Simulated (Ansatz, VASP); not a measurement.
One calculation of Ta, two programs

Contents of INCAR:

```
SYSTEM = Ta
  PREC = Accurate
  ENCUT = 520
  EDIFF = 1E-7
  ISMEAR = 0
  SIGMA = 0.15
  LREAL = .FALSE.
  LASPH = .TRUE.
  NELM = 100
  ALGO = Fast
  ISIF = 2
  LWAVE = .FALSE.
  LCHARG = .TRUE.
  GGA = PS
  LELF = .TRUE.
  LVHAR = .TRUE.
  NBANDS = 18
```

Contents of KPOINTS:

```
Automatic mesh
0
G
  24 24 14
  0 0 0
```

Contents of POSCAR:

```
Ta
1.0
    2.9062134178      0.0000000000      0.0000000000
   -1.4531067089      2.5168546486      0.0000000000
    0.0000000000      0.0000000000      4.9547222386
Ta
2
Direct
    0.6666666667      0.3333333333      0.7500000000
    0.3333333333      0.6666666667      0.2500000000
```

Input for Ansatz:

```yaml
crystal:
  lattice:
    - [2.9062134178, 0.0, 0.0]
    - [-1.4531067089, 2.5168546486, 0.0]
    - [0.0, 0.0, 4.9547222386]
  atoms:
    - { symbol: Ta, position: [0.6666666667, 0.3333333333, 0.75] }
    - { symbol: Ta, position: [0.3333333333, 0.6666666667, 0.25] }
basis:
  ecutwfc: 420
kpoints:
  mp_grid: { grid: [24, 24, 14] }
hamiltonian:
  xc: pbesol
scf:
  occupations: { method: gaussian, width: 0.15 }
output:
  forces: true
  stress: true
  eigenvalues: true
```

Alike in both runs: task single point; functional PBEsol; k mesh 24 × 24 × 14; occupations gaussian, width 0.15 eV; no spin polarisation.

```csv
,VASP,Ansatz
version,VASP 6.6.1,Ansatz 0.2.0
potentials or method,"VASP PAW PBE potentials, release 64 (Ta_pv), cutoff 520 eV","scalar-relativistic, plane waves, PAW"
valence electrons in the cell,22,26
```

|  | VASP | Ansatz | Ansatz less VASP |
| --- | --- | --- | --- |
| gap on the k mesh at the Fermi level (eV) | none | none | - |
| pressure (GPa) | -0.2 | -0.3 | -0.13 |
| traceless stress, the component that is largest in VASP (GPa) | 4.92 | 4.91 | -0.002 |

VASP's potentials were made for PBE, not for PBEsol. A gap of «none» marks a metal or a gap that the smearing closes. VASP's potentials hold 22 valence electrons a cell and Ansatz's 26, so a difference there can come from the potentials and not from the codes.

Spin-orbit coupling is off throughout.
